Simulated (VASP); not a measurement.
A run of VASP 6.6.1 is set up as follows.

POSCAR

```
GdN
1.0
    0.0000000000      2.4865533670      2.4865533670
    2.4865533670      0.0000000000      2.4865533670
    2.4865533670      2.4865533670      0.0000000000
Gd N
1 1
Direct
    0.5000000000      0.5000000000      0.5000000000
    0.0000000000      0.0000000000      0.0000000000
```

File INCAR.step1:

```
SYSTEM = GdN
PREC = Accurate
ENCUT = 520
ISMEAR = 0
SIGMA = 0.05
LREAL = .False.
LASPH = .True.
NELM = 150
ISPIN = 2
MAGMOM = 0.5 0
LMAXMIX = 6
NBANDS = 22
GGA = PE
ALGO = Normal
EDIFF = 1E-4
LWAVE = .True.
LCHARG = .False.
```

The input INCAR.step2:

```
SYSTEM = GdN
PREC = Accurate
ENCUT = 520
EDIFF = 1E-7
ISMEAR = 0
SIGMA = 0.05
LREAL = .False.
LASPH = .True.
NELM = 150
ALGO = Normal
ISIF = 2
LWAVE = .False.
LCHARG = .True.
ISPIN = 2
MAGMOM = 0.5 0
LORBIT = 11
LMAXMIX = 6
METAGGA = R2SCAN
LMIXTAU = .True.
LELF = .True.
LVHAR = .True.
NBANDS = 22
ISTART = 1
```

File KPOINTS:

```
Automatic mesh
0
Gamma
  12 12 12
  0 0 0
```

Potentials or basis: VASP PAW PBE potentials, release 64 (Gd, N).

Run with:

```console
$ cat potpaw_PBE.64/Gd/POTCAR potpaw_PBE.64/N/POTCAR > POTCAR
$ cp INCAR.step1 INCAR
$ mpirun -np 1 vasp_std > vasp.out
$ cp INCAR.step2 INCAR
$ mpirun -np 1 vasp_std > vasp.out
```

(1) Predict the site moments.

(2) Estimate the pressure.

(3) Estimate the net moment.

(4) Estimate the band gap on the k mesh.

Answers

(1) Gd +6.79; N -0.12 μB.

(2) 0.0 GPa.

(3) 7.00 μB per cell.

(4) zero (filled and empty bands overlap).

Caveat: the PAW data sets were made with another functional, which shifts forces and pressure a little; spin-orbit coupling is left out, which moves the levels of the heavy elements; a cell with one magnetic atom can't hold antiferromagnetic order, which such compounds often take; semilocal functionals describe open f shells poorly, which spoils levels, moments and volumes.
